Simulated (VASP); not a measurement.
# LiH13O7 in VASP: single point with PBE+D3(BJ)

Aim: the single point of LiH13O7 with PBE+D3(BJ).

Program: VASP 6.6.1. These are calculated values, not measurements. Logs are shortened: lines on timing, memory, paths and dates and some standing lists are left out, and cuts for length are marked.

## (1) The cell of the first run

The cell holds a disordered packing, 21 atoms: a = 5.638 Å, b = 5.638 Å, c = 5.638 Å, α = 90.00°, β = 90.00°, γ = 90.00°.

## (2) Single point, PBE+D3(BJ)

INCAR

```
PREC = Accurate
ENCUT = 1000
EDIFF = 1E-6
ISMEAR = -1
SIGMA = 0.02
LREAL = Auto
LASPH = T
NELM = 120
ALGO = Normal
ISIF = 2
LWAVE = F
LCHARG = F
GGA = PE
IVDW = 12
NBANDS = 45
GGA_COMPAT = F
```

KPOINTS

```
regular mesh
0
Gamma
  1 1 1
```

POSCAR

```
LiH13O7
1.0
    5.6378390000      0.0000000000      0.0000000000
    0.0000000000      5.6378390000      0.0000000000
    0.0000000000      0.0000000000      5.6378390000
O H Li
7 13 1
Direct
    0.2435621735      0.2616452705     -0.0576105752
    0.9154154651      0.0968992930      0.3106528130
    0.2052841630      0.6703491897      0.6983806198
    0.5872158905      0.4446248225      0.4730092188
    0.3867554187      0.9043685854      0.2790082299
    0.6679624005      1.0468217809      0.7966523717
    0.7606854016      0.7177699300      1.0899789971
    0.4054089167      0.2076424178     -0.0970432025
    0.2129374754      0.1885074679      0.0970591793
    0.8784528944      0.2214404412      0.1975571662
    0.8914299348     -0.0577465145      0.2202259750
    0.2088279383      0.5313921545      0.8071737024
    0.2341994152      0.8075454172      0.7992576478
    0.6646447914      0.5421922310      0.3491649761
    0.4686773744      0.5453785791      0.5518842037
    0.2763896021      0.8071402956      0.3696803883
    0.4979777483      0.7959103622      0.1936924183
    0.8202926011      1.1273261878      0.7832598881
    0.7036008090      0.9012914442      0.9066085195
    0.8343507483      0.6078653779      0.9797438820
    0.5987858378      0.1043697661      0.4668323807
```

Potentials or basis: VASP PAW PBE potentials, release 64 (O_h, H_h, Li_sv).

Started as:

```console
> cat potpaw_PBE.64/O_h/POTCAR potpaw_PBE.64/H_h/POTCAR potpaw_PBE.64/Li_sv/POTCAR > POTCAR
> mpirun -np 1 vasp_gam > vasp.out
```

OUTCAR:

```text
PREC = Accurate
   ENCUT = 1000
   EDIFF = 1E-6
   ISMEAR = -1
   LREAL = Auto
   LASPH = T
   NELM = 120
   ISIF = 2
   GGA = PE
   IVDW = 12
 IVDW          = 12

 ion  position               nearest neighbor table
   1  0.244  0.262  0.942-   9 0.98   8 0.99
   2  0.915  0.097  0.311-  10 0.97  11 1.02  21 1.99
   3  0.205  0.670  0.698-  13 0.97  12 1.00
   4  0.587  0.445  0.473-  15 0.98  14 0.99  21 1.92
   5  0.387  0.904  0.279-  16 0.97  17 1.00  21 1.95
   6  0.668  0.047  0.797-  18 0.97  19 1.05  21 1.93
   7  0.761  0.718  0.090-  20 0.97
   8  0.405  0.208  0.903-   1 0.99
   9  0.213  0.189  0.097-   1 0.98
  10  0.878  0.221  0.198-   2 0.97
  11  0.891  0.942  0.220-   2 1.02
  12  0.209  0.531  0.807-   3 1.00
  13  0.234  0.808  0.799-   3 0.97
  14  0.665  0.542  0.349-   4 0.99
  15  0.469  0.545  0.552-   4 0.98
  16  0.276  0.807  0.370-   5 0.97
  17  0.498  0.796  0.194-   5 1.00
  18  0.820  0.127  0.783-   6 0.97
  19  0.704  0.901  0.907-   6 1.05
  20  0.834  0.608  0.980-   7 0.97
  21  0.599  0.104  0.467-   4 1.92   6 1.93   5 1.95   2 1.99

  LATTYP: Found a simple cubic cell.
 ALAT       =     5.6378390000

  Lattice vectors:

 A1 = (   5.6378390000,   0.0000000000,   0.0000000000)
 A2 = (   0.0000000000,   5.6378390000,   0.0000000000)
 A3 = (   0.0000000000,   0.0000000000,   5.6378390000)

Analysis of symmetry for initial positions (statically):
=====================================================================
 Subroutine PRICEL returns:
 Original cell was already a primitive cell.

 Routine SETGRP: Setting up the symmetry group for a
 simple cubic supercell.

 Subroutine GETGRP returns: Found  1 space group operations
 (whereof  1 operations were pure point group operations)
 out of a pool of 48 trial point group operations.

The static configuration has the point symmetry C_1 .

Analysis of symmetry for dynamics (positions and initial velocities):
=====================================================================
 Subroutine PRICEL returns:
 Original cell was already a primitive cell.

 Routine SETGRP: Setting up the symmetry group for a
 simple cubic supercell.

 Subroutine GETGRP returns: Found  1 space group operations
 (whereof  1 operations were pure point group operations)
 out of a pool of 48 trial point group operations.

The dynamic configuration has the point symmetry C_1 .

 Subroutine INISYM returns: Found  1 space group operations
 (whereof  1 operations are pure point group operations),
 and found     1 'primitive' translations

----------------------------------------------------------------------------------------

                                     Primitive cell

  volume of cell :     179.2000

  direct lattice vectors                    reciprocal lattice vectors
     5.637839000  0.000000000  0.000000000     0.177372926  0.000000000  0.000000000
     0.000000000  5.637839000  0.000000000     0.000000000  0.177372926  0.000000000
     0.000000000  0.000000000  5.637839000     0.000000000  0.000000000  0.177372926

  length of vectors
     5.637839000  5.637839000  5.637839000     0.177372926  0.177372926  0.177372926

  position of ions in fractional coordinates (direct lattice)
     0.243562174  0.261645270  0.942389425
     0.915415465  0.096899293  0.310652813
     0.205284163  0.670349190  0.698380620
     0.587215890  0.444624823  0.473009219
     0.386755419  0.904368585  0.279008230
     0.667962401  0.046821781  0.796652372
[... 13 lines left out ...]
     0.834350748  0.607865378  0.979743882
     0.598785838  0.104369766  0.466832381

  ion indices of the primitive-cell ions
   primitive index   ion index
                 1           1
                 2           2
                 3           3
                 4           4
                 5           5
                 6           6
[... 13 lines left out ...]
                20          20
                21          21

----------------------------------------------------------------------------------------

 KPOINTS: regular mesh

Automatic generation of k-mesh.
 Grid dimensions read from file:
 generate k-points for:    1    1    1

 Generating k-lattice:

  Cartesian coordinates                     Fractional coordinates (reciprocal lattice)
     0.177372926  0.000000000  0.000000000     1.000000000  0.000000000  0.000000000
     0.000000000  0.177372926  0.000000000     0.000000000  1.000000000  0.000000000
     0.000000000  0.000000000  0.177372926     0.000000000  0.000000000  1.000000000

  Length of vectors
     0.177372926  0.177372926  0.177372926

  Shift w.r.t. Gamma in fractional coordinates (k-lattice)
     0.000000000  0.000000000  0.000000000

 Subroutine IBZKPT returns following result:
 ===========================================

 Found      1 irreducible k-points:

 Following reciprocal coordinates:
            Coordinates               Weight
  0.000000  0.000000  0.000000      1.000000
   k-points           NKPTS =      1   k-points in BZ     NKDIM =      1   number of bands    NBANDS=     45
   number of dos      NEDOS =    301   number of ions     NIONS =     21
   total plane-waves  NPLWV = 216000
   dimension x,y,z NGX =    60 NGY =   60 NGZ =   60
   dimension x,y,z NGXF=   120 NGYF=  120 NGZF=  120
   ions per type =               7  13   1
   NGX,Y,Z   is equivalent  to a cutoff of  17.69, 17.69, 17.69 a.u.
   NGXF,Y,Z  is equivalent  to a cutoff of  35.39, 35.39, 35.39 a.u.
 SYSTEM =  unknown system
   PREC   = accura    normal or accurate (medium, high low for compatibility)
   ISTART =      0    job   : 0-new  1-cont  2-samecut
   ICHARG =      2    charge: 1-file 2-atom 10-const
   ISPIN  =      1    spin polarized calculation?
   LNONCOLLINEAR =      F non collinear calculations
   LSORBIT =      F    spin-orbit coupling
   LASPH  =      T    aspherical Exc in radial PAW
   ENCUT  = 1000.0 eV  73.50 Ry    8.57 a.u.  14.54 14.54 14.54*2*pi/ulx,y,z
   NELM   =    120;   NELMIN=  2; NELMDL= -5     # of ELM steps
   EDIFF  = 0.1E-05   stopping-criterion for ELM
   LREAL  =      T    real-space projection
   EDIFFG = 0.1E-04   stopping-criterion for IOM
   NSW    =      0    number of steps for IOM
   IBRION =     -1    ionic relax: 0-MD 1-quasi-New 2-CG
   NFREE  =      0    steps in history (QN), initial steepest desc. (CG)
   ISIF   =      2    stress and relaxation
   ISYM   =      2    0-nonsym 1-usesym 2-fastsym
   POTIM  = 0.5000    time-step for ionic-motion
   TEBEG  =    0.0;   TEEND  =   0.0 temperature during run
   PSTRESS=    0.0 pullay stress
   NELECT =      58.0000    total number of electrons
   NUPDOWN=      -1.0000    fix difference up-down
   EMIN   =  10.00;   EMAX   =-10.00  energy-range for DOS
   EFERMI =   0.00;   METHOD = LEGACY
   ISMEAR =    -1;   SIGMA  =   0.02  broadening in eV -4-tet -1-fermi 0-gaus
   EFERMI_NEDOS =   21; number of points for ismear=-14 and -15
   IALGO  =     38    algorithm
   IMIX   =      4    mixing-type and parameters
     AMIX     =   0.40;   BMIX     =  1.00
     AMIX_MAG =   1.60;   BMIX_MAG =  1.00
  volume/ion in A,a.u.               =       8.53        57.59
  Fermi-wavevector in a.u.,A,eV,Ry     =   1.124013  2.124077 17.189684  1.263406
  Thomas-Fermi vector in A             =   2.260683
   LORBIT       =      0    0 simple, 1 ext, 2 COOP (PROOUT), +10 PAW based schemes
   GGA     = PE    functional components
   LHFCALC =     F    Hartree Fock is set to
   AEXX    =    0.0000 exact exchange contribution
   IVDW    =    12    specifies the selected vdW correction
   LEPSILON=     F    determine dielectric tensor
   LRPA    =     F    only Hartree local field effects (RPA)
 non-spin polarized calculation
  energy-cutoff  :     1000.00
  volume of cell :      179.20
 maximum number of plane-waves:      6483
 NGX is ok and might be reduce to    60
   NGX = 29   NGY = 29   NGZ = 29

 number of electron      58.0000006 magnetization

 Free energy of the ion-electron system (eV)
  ---------------------------------------------------
  ext. energy  EPLUGINS =         0.00000000
  ---------------------------------------------------
  free energy    TOTEN  =      -102.69603544 eV

  energy without entropy =     -102.69603544  energy(sigma->0) =     -102.69603544

 E-fermi :  -1.5387     XC(G=0):  -7.6277

 val. band max:       -2.1958421091   @ k =   0.0000   0.0000   0.0000
 cond. band min:       2.2123560439   @ k =   0.0000   0.0000   0.0000
 fundamental gap:      4.4081981530
 Fermi energy:        -1.5387043886

 k-point     1 :       0.0000    0.0000    0.0000
  band No.  band energies     occupation
      1     -44.3054      2.00000
      2     -21.4626      2.00000
      3     -21.0092      2.00000
      4     -20.9059      2.00000
      5     -20.7583      2.00000
      6     -20.7269      2.00000
[... 33 lines left out ...]
     40       9.1481      0.00000
     41       9.4733      0.00000
 [bands above 41 left out]

------------------------ aborting loop because EDIFF is reached ----------------------------------------

 Edisp (eV)   -1.01765

 E8    (eV) :    -0.2348

  FORCE on cell =-STRESS in cart. coord.  units (eV):
  Direction    XX          YY          ZZ          XY          YZ          ZX
  --------------------------------------------------------------------------------------
  -------------------------------------------------------------------------------------
  Total       0.57659    -0.13779     0.59387    -0.90431    -0.40344    -0.13202
  in kB       5.15517    -1.23196     5.30962    -8.08516    -3.60700    -1.18031
  external pressure =        3.08 kB  Pullay stress =        0.00 kB

 VOLUME and BASIS-vectors are now :
 -----------------------------------------------------------------------------
  energy-cutoff  :     1000.00
  volume of cell :      179.20
      direct lattice vectors                 reciprocal lattice vectors
     5.637839000  0.000000000  0.000000000     0.177372926  0.000000000  0.000000000
     0.000000000  5.637839000  0.000000000     0.000000000  0.177372926  0.000000000
     0.000000000  0.000000000  5.637839000     0.000000000  0.000000000  0.177372926

 POSITION                                       TOTAL-FORCE (eV/Angst)
 -----------------------------------------------------------------------------------
      1.37316      1.47511      5.31304        -0.016111     -0.012918     -0.005248
      5.16097      0.54630      1.75141        -0.053142     -0.000841     -0.058411
      1.15736      3.77932      3.93736        -0.002261     -0.058767      0.056147
      3.31063      2.50672      2.66675         0.016186     -0.001482      0.006869
      2.18046      5.09868      1.57300        -0.048411     -0.000478     -0.009983
      3.76586      0.26397      4.49140        -0.001178      0.017194      0.037392
[... 13 lines left out ...]
      4.70394      3.42705      5.52364        -0.051570      0.030840      0.084910
      3.37586      0.58842      2.63193        -0.022179      0.100318      0.027593
 -----------------------------------------------------------------------------------
    total drift:                                0.000642      0.023411      0.000810

  FREE ENERGIE OF THE ION-ELECTRON SYSTEM (eV)
  ---------------------------------------------------
  free  energy   TOTEN  =      -103.7136880701 eV

  energy  without entropy=     -103.7136880701  energy(sigma->0) =     -103.71368807
```

Run time: 36 s. Hardware: 1 thread of AMD EPYC 7R13 (Zen 3), shared host; peak memory 0.4 GiB.

What came out:

| Item | Value |
| --- | --- |
| Free energy | -103.7137 eV |
| Pressure | 0.3 GPa |
| Largest force | 0.200 eV/Å |
| Dispersion energy per atom | -0.048 eV |

Forces on the atoms (eV/Å):
```
O   -0.016 -0.013 -0.005
O   -0.053 -0.001 -0.058
O   -0.002 -0.059  0.056
O    0.016 -0.001  0.007
O   -0.048  0.000 -0.010
O   -0.001  0.017  0.037
O    0.121 -0.142 -0.072
H    0.036 -0.044 -0.005
H    0.115 -0.019  0.031
H    0.010 -0.033  0.038
H   -0.024  0.027 -0.023
H   -0.050  0.064 -0.047
H   -0.011 -0.019 -0.012
H   -0.041  0.030  0.004
H   -0.005  0.015 -0.021
H    0.018  0.029  0.018
H    0.033 -0.041 -0.064
H    0.048  0.019 -0.028
H   -0.072  0.039  0.043
H   -0.052  0.031  0.085
Li  -0.022  0.100  0.028
```

Stress tensor (GPa, compression positive):
```
 0.52 -0.81 -0.12
-0.81 -0.12 -0.36
-0.12 -0.36  0.53
```

Levels at points of the mesh, in eV from the Fermi level:
| k point | band 26 | band 27 | band 28 | band 29 | band 30 | band 31 | band 32 | band 33 |
| --- | --- | --- | --- | --- | --- | --- | --- | --- |
| (0.00, 0.00, 0.00) | -1.47 | -1.43 | -0.78 | -0.66 | 3.75 | 7.10 | 7.74 | 8.50 |

Caveat: the k points lie up to 1.11 Å⁻¹ apart, too coarse for converged energies, forces and pressures.
